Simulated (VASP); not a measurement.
Here is a VASP 6.6.1 calculation.

Contents of INCAR:

```
PREC = Accurate ; ENCUT = 520
EDIFF = 1E-7 ; ISMEAR = 0
SIGMA = 0.1 ; LREAL = Auto
LASPH = True ; NELM = 60
ALGO = Normal ; ISIF = 2
LWAVE = False ; LCHARG = False
LDIPOL = True ; IDIPOL = 3
DIPOL = 0.5 0.5 0.299 ; GGA = PE
NBANDS = 48
```

File KPOINTS:

```
Automatic mesh
0
Gamma
  5 3 1
```

The input POSCAR:

```
Al9N
1.0
    5.7070863110      0.0000000000      0.0000000000
   -1.4267715777      9.7014842372      0.0000000000
    0.0000000000      0.0000000000     22.7903703877
Al N
18 2
Direct
    0.2662216041      0.0648864163      0.1755127245
    0.7662216041      0.0648864163      0.1755127245
    0.3354806058      0.3419224231      0.2192029851
    0.8354806058      0.3419224231      0.2192029851
    0.1493324061      0.5973296244      0.2279410371
    0.6493324061      0.5973296244      0.2279410371
    0.4631842064      0.8527368258      0.2366790893
    0.9631842064      0.8527368258      0.2366790893
    0.0319772075      0.1277109158      0.2808262501
    0.5319772075      0.1277109158      0.2808262501
    0.0997917578      0.4042231245      0.3301071117
    0.5997917578      0.4042231245      0.3301071117
    0.4144000538      0.6596656467      0.3369822073
    0.9144000538      0.6596656467      0.3369822073
    0.2263076930      0.9110819227      0.3449259125
    0.7263076930      0.9110819227      0.3449259125
    0.2962427187      0.1814071959      0.3857054641
    0.7962427187      0.1814071959      0.3857054641
    0.3799362750      0.9110819227      0.4488900449
    0.5726791109      0.9110819227      0.4488900449
```

Potentials or basis: VASP PAW PBE potentials, release 64 (Al, N).

The run is started by

```sh
$ cat potpaw_PBE.64/Al/POTCAR potpaw_PBE.64/N/POTCAR > POTCAR
$ mpirun -np 1 vasp_std > vasp.out
```

What does it give for the largest force?

5.032 eV/Å.

What does it give for the band gap on the k mesh?

Zero (bands 32 and 33 overlap by 0.75 eV).

Forces in eV/Å, atoms in the order of the input:
```
Al  -0.063  0.167  0.048
Al   0.057  0.150  0.057
Al  -0.055  0.069  0.021
Al   0.077  0.077  0.017
Al  -0.006 -0.071  0.014
Al  -0.007 -0.071  0.012
Al  -0.011 -0.134 -0.199
Al   0.015 -0.140 -0.164
Al  -0.010  0.059 -0.015
Al   0.006  0.002  0.059
Al  -0.022 -0.056 -0.036
Al   0.026  0.021 -0.039
Al  -0.022 -0.099 -0.124
Al   0.000  0.006  0.011
Al  -0.413 -0.071 -0.377
Al   0.418 -0.040 -0.374
Al  -0.146  0.272 -0.093
Al   0.144  0.253 -0.076
N   -4.977 -0.210  0.621
N    4.988 -0.185  0.637
```

Caveat: the standard files for N, O and F lose accuracy on very short bonds.
